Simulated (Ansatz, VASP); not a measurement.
**One calculation of Hf4Cl, two programs**

```
Hf Cl
1.0
     4.76576    0.00000    0.00000
     0.00000    4.76576    0.00000
     0.00000    0.00000    4.76576
Hf Cl
4 1
Direct
  0.50000 0.00000 0.00000
  0.00000 0.50000 0.00000
  0.00000 0.00000 0.50000
  0.50000 0.50000 0.50000
  0.00000 0.00000 0.00000
```

Alike in both runs: task relaxation of cell and atoms; functional PBE; k mesh 8 × 8 × 8; occupations gaussian, width 0.1 eV; no spin polarisation.

|  | VASP | Ansatz |
| --- | --- | --- |
| version | VASP 6.6.1 | Ansatz 0.2.0 |
| potentials or method | VASP PAW PBE potentials, release 64 (Hf_pv, Cl), cutoff 600 eV | scalar-relativistic, plane waves, PAW |
| valence electrons in the cell | 47 | 111 |

Ansatz gave:

```
gap on the k mesh at the Fermi level, each at its own relaxed structure (eV) : none
relaxed volume (Å³/atom)                                                     : 21.62
relaxed cell length with the largest relative difference (Å)                 : 4.764
```

Problem. Estimate VASP's values.

Solution. gap on the k mesh at the Fermi level, each at its own relaxed structure (eV): none; relaxed volume (Å³/atom): 21.54; relaxed cell length with the largest relative difference (Å): 4.758.

A gap of «none» marks a metal or a gap that the smearing closes. VASP's potentials hold 47 valence electrons a cell and Ansatz's 111, so a difference there can come from the potentials and not from the codes.

Neither program's run includes spin-orbit coupling.
